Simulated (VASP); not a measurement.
# Ti (P6_3/mmc) in VASP: a series of runs, part 2 of 2

VASP 6.6.1.

## Step 4: Single point, r2SCAN

This run uses another cell than the first one, of 21.39 Å³/atom, 1.038 times its volume.

Input file POSCAR:

```
Ti
1.0
    3.1405000000      0.0000000000      0.0000000000
   -1.5702500000      2.7197527806      0.0000000000
    0.0000000000      0.0000000000      5.0095000000
Ti
2
Direct
    0.3333333333      0.6666666667      0.2500000000
    0.6666666667      0.3333333333      0.7500000000
```

Input file INCAR.step1:

```
ALGO = Normal ; EDIFF = 1E-4
ENCUT = 520 ; GGA = PE
ISMEAR = 1 ; LASPH = T
LCHARG = F ; LREAL = F
LWAVE = T ; NBANDS = 19
NELM = 80 ; PREC = Accurate
SIGMA = 0.05
```

Input file INCAR.step2:

```
ALGO = Normal ; EDIFF = 1E-6
ENCUT = 520 ; ISIF = 2
ISMEAR = 1 ; ISTART = 1
LASPH = T ; LCHARG = F
LMIXTAU = T ; LREAL = F
LWAVE = F ; METAGGA = R2SCAN
NBANDS = 19 ; NELM = 80
PREC = Accurate ; SIGMA = 0.05
```

Input file KPOINTS:

```
k-points
0
Gamma
  18 18 10
```

Potentials or basis: VASP PAW PBE potentials, release 64 (Ti_sv).

Started as:

```sh
cat potpaw_PBE.64/Ti_sv/POTCAR > POTCAR
cp INCAR.step1 INCAR
mpirun -np 1 vasp_std > vasp.out
cp INCAR.step2 INCAR
mpirun -np 1 vasp_std > vasp.out
```

OUTCAR:

```text
EDIFF = 1E-6
   ENCUT = 520
   ISIF = 2
   ISMEAR = 1
   ISTART = 1
   LASPH = T
   LREAL = F
   METAGGA = R2SCAN
   NELM = 80
   PREC = Accurate

 ion  position               nearest neighbor table
   1  0.333  0.667  0.250-
   2  0.667  0.333  0.750-

  LATTYP: Found a hexagonal cell.
 ALAT       =     3.1405000000
 C/A-ratio  =     1.5951281643

  Lattice vectors:

 A1 = (   3.1405000000,   0.0000000000,   0.0000000000)
 A2 = (  -1.5702500000,   2.7197527806,   0.0000000000)
 A3 = (   0.0000000000,   0.0000000000,   5.0095000000)

Analysis of symmetry for initial positions (statically):
=====================================================================
 Subroutine PRICEL returns:
 Original cell was already a primitive cell.

 Routine SETGRP: Setting up the symmetry group for a
 hexagonal supercell.

 Subroutine GETGRP returns: Found 24 space group operations
 (whereof 12 operations were pure point group operations)
 out of a pool of 24 trial point group operations.

The static configuration has the point symmetry D_3d.
 The point group associated with its full space group is D_6h.

Analysis of symmetry for dynamics (positions and initial velocities):
=====================================================================
 Subroutine PRICEL returns:
 Original cell was already a primitive cell.

 Routine SETGRP: Setting up the symmetry group for a
 hexagonal supercell.

 Subroutine GETGRP returns: Found 24 space group operations
 (whereof 12 operations were pure point group operations)
 out of a pool of 24 trial point group operations.

The dynamic configuration has the point symmetry D_3d.
 The point group associated with its full space group is D_6h.

 Subroutine INISYM returns: Found 24 space group operations
 (whereof 12 operations are pure point group operations),
[... 110 lines left out ...]
   EFERMI =   0.00;   METHOD = LEGACY
   ISMEAR =     1;   SIGMA  =   0.05  broadening in eV -4-tet -1-fermi 0-gaus
   EFERMI_NEDOS =   21; number of points for ismear=-14 and -15
   IALGO  =     38    algorithm
   IMIX   =      4    mixing-type and parameters
     AMIX     =   0.40;   BMIX     =  1.00
     AMIX_MAG =   1.60;   BMIX_MAG =  1.00
  volume/ion in A,a.u.               =      21.39       144.37
  Fermi-wavevector in a.u.,A,eV,Ry     =   1.350116  2.551349 24.800875  1.822813
  Thomas-Fermi vector in A             =   2.477647
   LORBIT       =      0    0 simple, 1 ext, 2 COOP (PROOUT), +10 PAW based schemes
   METAGGA = R2SCAN    functional components
   LHFCALC =     F    Hartree Fock is set to
   AEXX    =    0.0000 exact exchange contribution
   IVDW    =     0    specifies the selected vdW correction
   LEPSILON=     F    determine dielectric tensor
   LRPA    =     F    only Hartree local field effects (RPA)
 non-spin polarized calculation
 Methfessel and Paxton  Order N= 1 SIGMA  =   0.05
  energy-cutoff  :      520.00
  volume of cell :       42.79
 maximum number of plane-waves:      1172
 NGX is ok and might be reduce to    24
   NGX = 11   NGY = 11   NGZ = 19

 number of electron      24.0000000 magnetization

 Free energy of the ion-electron system (eV)
  ---------------------------------------------------
  ext. energy  EPLUGINS =         0.00000000
  ---------------------------------------------------
  free energy    TOTEN  =       -25.40754904 eV

  energy without entropy =      -25.40753966  energy(sigma->0) =      -25.40754591

 E-fermi :   6.3537     XC(G=0): -11.3703

 val. band max:        6.3528298666   @ k =   0.0556   0.0000   0.5000
 cond. band min:       6.3538754256   @ k =   0.3889   0.1667   0.5000
 fundamental gap:      0.0010455590
 Fermi energy:         6.3537300357

 k-point     1 :       0.0000    0.0000    0.0000
  band No.  band energies     occupation
      1     -53.3056      2.00000
      2     -53.2473      2.00000
      3     -28.6644      2.00000
      4     -28.3157      2.00000
      5     -28.3157      2.00000
      6     -28.3027      2.00000
[... 505 lines left out ...]
      6     -28.4025      2.00000
[... 11 lines left out ...]
     18       9.1825      0.00000
     19       9.6834      0.00000

 [... further k-points ...]

------------------------ aborting loop because EDIFF is reached ----------------------------------------

  FORCE on cell =-STRESS in cart. coord.  units (eV):
  Direction    XX          YY          ZZ          XY          YZ          ZX
  --------------------------------------------------------------------------------------
  -------------------------------------------------------------------------------------
  Total       -4.4249789     -4.4249789     -4.6130680      0.0000000     -0.0000000      0.0000000
  in kB     -165.6910974   -165.6910974   -172.7339994      0.0000000     -0.0000000      0.0000000
  external PRESSURE =    -168.0387314 kB  Pullay stress =       0.0000000 kB

 VOLUME and BASIS-vectors are now :
 -----------------------------------------------------------------------------
  energy-cutoff  :      520.00
  volume of cell :       42.79
      direct lattice vectors                 reciprocal lattice vectors
     3.140500000  0.000000000  0.000000000     0.318420634  0.183840239  0.000000000
    -1.570250000  2.719752781  0.000000000     0.000000000  0.367680477  0.000000000
     0.000000000  0.000000000  5.009500000     0.000000000  0.000000000  0.199620721

 POSITION                                       TOTAL-FORCE (eV/Angst)
 -----------------------------------------------------------------------------------
     -0.00000      1.81317      1.25238        -0.000000     -0.000000      0.000000
      1.57025      0.90658      3.75713         0.000000      0.000000      0.000000
 -----------------------------------------------------------------------------------
    total drift:                               -0.000000      0.000000     -0.000000

  FREE ENERGIE OF THE ION-ELECTRON SYSTEM (eV)
  ---------------------------------------------------
  free  energy   TOTEN  =       -25.4075490384 eV

  energy  without entropy=      -25.4075396636  energy(sigma->0) =      -25.40754591
```

OUTCAR.step1:

```text
EDIFF = 1E-4
   ENCUT = 520
   GGA = PE
   ISMEAR = 1
   LASPH = T
[... 752 lines left out ...]
 -----------------------------------------------------------------------------------
     -0.00000      1.81317      1.25238         0.000000      0.000000      0.000000
      1.57025      0.90658      3.75713        -0.000000      0.000000      0.000000
 -----------------------------------------------------------------------------------
    total drift:                               -0.000000      0.000000     -0.000000

  FREE ENERGIE OF THE ION-ELECTRON SYSTEM (eV)
  ---------------------------------------------------
  free  energy   TOTEN  =       -15.2018073320 eV

  energy  without entropy=      -15.2021543671  energy(sigma->0) =      -15.20192301
```

OSZICAR.step1:

```text
N       E                     dE             d eps       ncg     rms          rms(c)
DAV:   1     0.264978488857E+03    0.26498E+03   -0.13019E+04  8436   0.150E+03
DAV:   2     0.127463297503E+02   -0.25223E+03   -0.24847E+03  8644   0.436E+02
DAV:   3    -0.162639058043E+02   -0.29010E+02   -0.28663E+02 15923   0.121E+02
DAV:   4    -0.178159323667E+02   -0.15520E+01   -0.15507E+01  9909   0.287E+01
DAV:   5    -0.179043391393E+02   -0.88407E-01   -0.88393E-01 13098   0.475E+00    0.103E+01
DAV:   6    -0.152049404644E+02    0.26994E+01   -0.11677E+01  9796   0.308E+01    0.232E+00
DAV:   7    -0.151990864715E+02    0.58540E-02   -0.56985E-01 12427   0.484E+00    0.190E+00
DAV:   8    -0.152071233309E+02   -0.80369E-02   -0.14981E-01  9769   0.453E+00    0.489E-01
DAV:   9    -0.152016046295E+02    0.55187E-02   -0.36828E-02 10229   0.170E+00    0.627E-02
DAV:  10    -0.152017301980E+02   -0.12557E-03   -0.14572E-03 10871   0.237E-01    0.579E-02
DAV:  11    -0.152018073320E+02   -0.77134E-04   -0.12503E-04  6437   0.910E-02
   1 F= -.15201807E+02 E0= -.15201923E+02  d E =0.347035E-03
```

Run time: 7.5 min. Hardware: 1 thread of Intel Xeon Platinum 8488C (Sapphire Rapids), shared host; peak memory 0.27 GiB.

Results:

```yaml
Free_energy: -25.4075 eV
Pressure: -16.8 GPa
Band_gap_on_the_k_mesh: zero (band 12 reaches 7.07 eV, above the bottom of band 13 at 5.96 eV)
```

Caveat: the PAW data sets were made with another functional, which shifts forces and pressure a little.

## Step 5: Summary

```tsv
cell	gap on the mesh (eV)	pressure (GPa)
a = 3.140, b = 3.141, c = 4.824 Å, angles 90.0, 90.0, 120.0°, 2 atoms	none	-14.7
a = 3.072, b = 3.072, c = 5.195 Å, angles 90.0, 90.0, 120.0°, 2 atoms	none	-16.3
a = 3.140, b = 3.141, c = 5.010 Å, angles 90.0, 90.0, 120.0°, 2 atoms	none	-16.8
```

Alike in all rows: task single point; level r2SCAN; potentials or basis VASP PAW PBE potentials, release 64 (Ti_sv); no spin polarisation; k mesh 18 × 18 × 10; cutoff (eV) 520; smearing methfessel-paxton 0.05 eV.

Caveats: the PAW data sets were made with another functional, which shifts forces and pressure a little.

Total energies depend on the potentials used, so only differences within one code and one set of settings carry meaning.
